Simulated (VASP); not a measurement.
Nd2AlO, 8 atoms in the cell. The structure is cubic, space group Fd-3m (No. 227). The conventional cell has a = 10.352 Å, b = 10.352 Å, c = 10.352 Å, α = 90.00°, β = 90.00°, γ = 90.00°. Within 3.0 Å of Nd (site symmetry -3m) lie 2 O at 2.24 Å. Within 5.6 Å of Al (site symmetry -43m) lie 12 Nd at 4.29 Å and 4 Al at 4.48 Å and 10 O at 4.48 to 5.18 Å. O (site symmetry -43m) has 4 Nd at 2.24 Å within 3.0 Å. 

- Program: VASP 6.6.1
- Task: single point
- Functional: PBE
- Potentials or basis: VASP PAW PBE potentials, release 64 (Nd_3, Al, O), 4f in core
- Cutoff: 600 eV
- k mesh: 6 × 6 × 6
- Occupations: gaussian, width 0.1 eV
- Spin: no spin polarisation
- Dipole correction: no
- Mended: yes
- Further INCAR settings: ALGO = Normal; EDIFF = 1e-06; NBANDS = 41

Potentials or basis: VASP PAW PBE potentials, release 64 (Nd_3, Al, O), 4f in core.

Run with:

```sh
$ cat potpaw_PBE.64/Nd_3/POTCAR potpaw_PBE.64/Al/POTCAR potpaw_PBE.64/O/POTCAR > POTCAR
$ mpirun -np 1 vasp_std > vasp.out
```

Hardware: 1 thread of Intel(R) Xeon(R) 6975P-C (Granite Rapids), with other jobs on the host.

How long does it take, and how much memory?

Wall time 2.8 min on 1 thread of Intel(R) Xeon(R) 6975P-C (Granite Rapids), on a shared host, peak memory 0.56 GiB. Counts: scf iterations 15, k points 16.
